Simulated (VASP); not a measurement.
# Al (P-1) in VASP: single point with PBEsol

Aim: the single point of Al with PBEsol.

All numbers are computed with VASP 6.6.1; they aren't measurements. Logs are shortened: lines on timing, memory, paths and dates and some standing lists are left out, and cuts for length are marked.

## Step 1: The cell of the first run

The typed cell holds 8 atoms: a = 2.782 Å, b = 4.544 Å, c = 10.773 Å, α = 85.97°, β = 77.57°, γ = 90.00°.

## Step 2: Single point, PBEsol (the part above a cut slid along it)

File INCAR:

```
SYSTEM = Al
  PREC = Accurate
  ENCUT = 500
  EDIFF = 1E-6
  ISMEAR = 0
  SIGMA = 0.15
  LREAL = .False.
  LASPH = .True.
  NELM = 120
  ALGO = Normal
  ISIF = 2
  LWAVE = .False.
  LCHARG = .True.
  GGA = PS
  LELF = .True.
  LVHAR = .True.
  NBANDS = 22
  GGA_COMPAT = .False.
```

File KPOINTS:

```
regular mesh
0
Gamma
  21 13 6
  0 0 0
```

File POSCAR:

```
Al
1.0
   -1.6064390039      1.6064390039     -1.6064390039
   -3.2128780077     -3.2128780077      0.0000000000
   -6.1580161815      5.0870568456      7.2289755174
Al
8
Direct
    0.5937500000      0.4895833333      0.0625000000
   -0.4687500000     -0.1562500000      0.9375000000
    0.7187500000      0.4479166667      0.3125000000
    0.1562500000     -0.0312500000      0.1875000000
   -0.1562500000      0.4062500000      0.5625000000
    0.2812500000     -0.0729166667      0.4375000000
   -0.0312500000      0.3645833333      0.8125000000
    0.4062500000     -0.1145833333      0.6875000000
```

Potentials or basis: VASP PAW PBE potentials, release 64 (Al).

Command:

```sh
$ cat potpaw_PBE.64/Al/POTCAR > POTCAR
$ mpirun -np 1 vasp_std > vasp.out
```

OUTCAR:

```text
SYSTEM = Al
   PREC = Accurate
   ENCUT = 500
   EDIFF = 1E-6
   ISMEAR = 0
   LREAL = .False.
   LASPH = .True.
   NELM = 120
   ISIF = 2
   GGA = PS

 ion  position               nearest neighbor table
   1  0.594  0.490  0.062-   2 2.06   7 2.77   4 2.78   3 2.78   4 2.78   2 3.06   4 3.21   3 3.21
                             4 3.21   2 3.33
   2  0.531  0.844  0.938-   1 2.06   4 2.77   7 2.78   8 2.78   7 2.78   1 3.06   7 3.21   8 3.21
                             7 3.21   1 3.33
   3  0.719  0.448  0.312-   6 2.78   4 2.78   5 2.78   1 2.78   4 2.78   6 2.78   6 3.21   4 3.21
                             1 3.21   5 3.21   4 3.21   6 3.21
   4  0.156  0.969  0.188-   2 2.77   1 2.78   3 2.78   6 2.78   1 2.78   3 2.78   3 3.21   1 3.21
                             6 3.21   1 3.21   3 3.21
   5  0.844  0.406  0.562-   6 2.78   8 2.78   7 2.78   3 2.78   8 2.78   6 2.78   8 3.21   6 3.21
                             3 3.21   7 3.21   6 3.21   8 3.21
   6  0.281  0.927  0.438-   3 2.78   5 2.78   8 2.78   4 2.78   5 2.78   3 2.78   3 3.21   5 3.21
                             4 3.21   8 3.21   5 3.21   3 3.21
   7  0.969  0.365  0.812-   1 2.77   8 2.78   2 2.78   5 2.78   2 2.78   8 2.78   8 3.21   2 3.21
                             5 3.21   2 3.21   8 3.21
   8  0.406  0.885  0.688-   7 2.78   5 2.78   6 2.78   2 2.78   5 2.78   7 2.78   7 3.21   5 3.21
                             6 3.21   2 3.21   5 3.21   7 3.21

  LATTYP: Found a triclinic cell.
 ALAT       =    15.6002974485
 B/A-ratio  =     0.3415290921
 C/A-ratio  =     1.3539882723
 COS(alpha) =     0.0152872320
 COS(beta)  =     0.6796046534
 COS(gamma) =     0.7399796996

  Lattice vectors:

 A1 = (   7.7644551852,   6.1580161815, -12.0482925291)
 A2 = (   1.6064390038,   4.8193170116,  -1.6064390039)
 A3 = (  10.7095933591,  -8.5676746873, -16.0643900387)

Analysis of symmetry for initial positions (statically):
=====================================================================
 Subroutine PRICEL returns:
 Original cell was already a primitive cell.

 Routine SETGRP: Setting up the symmetry group for a
 triclinic supercell.

 Subroutine GETGRP returns: Found  2 space group operations
 (whereof  1 operations were pure point group operations)
 out of a pool of  2 trial point group operations.

The static configuration has the point symmetry C_1 .
 The point group associated with its full space group is S_2 .

Analysis of symmetry for dynamics (positions and initial velocities):
=====================================================================
[... 129 lines left out ...]
   ISIF   =      2    stress and relaxation
   ISYM   =      2    0-nonsym 1-usesym 2-fastsym
   POTIM  = 0.5000    time-step for ionic-motion
   TEBEG  =    0.0;   TEEND  =   0.0 temperature during run
   PSTRESS=    0.0 pullay stress
   NELECT =      24.0000    total number of electrons
   NUPDOWN=      -1.0000    fix difference up-down
   EMIN   =  10.00;   EMAX   =-10.00  energy-range for DOS
   EFERMI =   0.00;   METHOD = LEGACY
   ISMEAR =     0;   SIGMA  =   0.15  broadening in eV -4-tet -1-fermi 0-gaus
   EFERMI_NEDOS =   21; number of points for ismear=-14 and -15
   IALGO  =     38    algorithm
   IMIX   =      4    mixing-type and parameters
     AMIX     =   0.40;   BMIX     =  1.00
     AMIX_MAG =   1.60;   BMIX_MAG =  1.00
  volume/ion in A,a.u.               =      16.58       111.90
  Fermi-wavevector in a.u.,A,eV,Ry     =   0.925901  1.749698 11.664164  0.857292
  Thomas-Fermi vector in A             =   2.051805
   LORBIT       =      0    0 simple, 1 ext, 2 COOP (PROOUT), +10 PAW based schemes
   GGA     = PS    functional components
   LHFCALC =     F    Hartree Fock is set to
   AEXX    =    0.0000 exact exchange contribution
   IVDW    =     0    specifies the selected vdW correction
   LEPSILON=     F    determine dielectric tensor
   LRPA    =     F    only Hartree local field effects (RPA)
 non-spin polarized calculation
 Gauss-broadening in eV      SIGMA  =   0.15
  energy-cutoff  :      500.00
  volume of cell :      132.66
 maximum number of plane-waves:      3397
   NGX = 11   NGY = 17   NGZ = 39

 number of electron      24.0000000 magnetization

 Free energy of the ion-electron system (eV)
  ---------------------------------------------------
  ext. energy  EPLUGINS =         0.00000000
  ---------------------------------------------------
  free energy    TOTEN  =       -30.40462861 eV

  energy without entropy =      -30.36595893  energy(sigma->0) =      -30.38529377

 E-fermi :   7.8383     XC(G=0): -10.2202

 val. band max:        7.8377810292   @ k =   0.3333  -0.3077   0.3333
 cond. band min:       7.8383880764   @ k =  -0.2857  -0.4615   0.1667
 fundamental gap:      0.0006070472
 Fermi energy:         7.8382892299

 k-point     1 :       0.0000    0.0000    0.0000
  band No.  band energies     occupation
      1      -3.2540      2.00000
      2      -1.9556      2.00000
      3      -1.8920      2.00000
      4       1.8632      2.00000
      5       2.0521      2.00000
      6       3.6893      2.00000
[... 589 lines left out ...]
     21      10.6407      0.00000
     22      10.9828      0.00000

 [... further k-points ...]

------------------------ aborting loop because EDIFF is reached ----------------------------------------

  FORCE on cell =-STRESS in cart. coord.  units (eV):
  Direction    XX          YY          ZZ          XY          YZ          ZX
  --------------------------------------------------------------------------------------
  -------------------------------------------------------------------------------------
  Total       -0.5910077     10.2624705      2.4386134      1.1892332      4.3580674      0.7020228
  in kB       -7.1377445    123.9423728     29.4517323     14.3626610     52.6334483      8.4785014
  external PRESSURE =      48.7521202 kB  Pullay stress =       0.0000000 kB

 VOLUME and BASIS-vectors are now :
 -----------------------------------------------------------------------------
  energy-cutoff  :      500.00
  volume of cell :      132.66
      direct lattice vectors                 reciprocal lattice vectors
    -1.606439004  1.606439004 -1.606439004    -0.175076675  0.175076675 -0.272341495
    -3.212878008 -3.212878008  0.000000000    -0.149139390 -0.162108033 -0.012968643
    -6.158016181  5.087056846  7.228975517    -0.038905928  0.038905928  0.077811856

 POSITION                                       TOTAL-FORCE (eV/Angst)
 -----------------------------------------------------------------------------------
     -2.91167     -0.30121     -0.50201         0.877597      6.106166      2.442700
     -9.33743      2.91167      5.92374        -0.877597     -6.106166     -2.442700
     -4.51811      1.30523      1.10443         0.024627     -0.031905     -0.004196
     -4.51811     -1.90765      1.10443         0.044661     -0.127562      0.021885
     -6.12455      2.91167      2.71087         0.012115      0.032908      0.003004
     -6.12455     -0.30121      2.71087        -0.012115     -0.032908     -0.003004
     -7.73099      4.51811      4.31730        -0.044661      0.127562     -0.021885
     -7.73099      1.30523      4.31730        -0.024627      0.031905      0.004196
 -----------------------------------------------------------------------------------
    total drift:                               -0.000000     -0.000000     -0.000000

  FREE ENERGIE OF THE ION-ELECTRON SYSTEM (eV)
  ---------------------------------------------------
  free  energy   TOTEN  =       -30.4046286076 eV

  energy  without entropy=      -30.3659589258  energy(sigma->0) =      -30.38529377
```

Run time: 38 min. Hardware: 1 thread of Oxide Virtual Turin-like, shared host; peak memory 1.4 GiB.

Results:

```
Free energy            : -30.4046 eV
Pressure               : 4.9 GPa
Largest force          : 6.635 eV/Å
Band gap on the k mesh : zero (bands 12 and 13 overlap by 4.36 eV)
```

Forces on the atoms (eV/Å):
```
Al   0.878  6.106  2.443
Al  -0.878 -6.106 -2.443
Al   0.025 -0.032 -0.004
Al   0.045 -0.128  0.022
Al   0.012  0.033  0.003
Al  -0.012 -0.033 -0.003
Al  -0.045  0.128 -0.022
Al  -0.025  0.032  0.004
```

Caveat: the cell differs from its parent crystal (the part above a cut slid along it); the stress differs along the axes, from -1 to 12 GPa; the PAW data sets were made with another functional, which shifts forces and pressure a little.
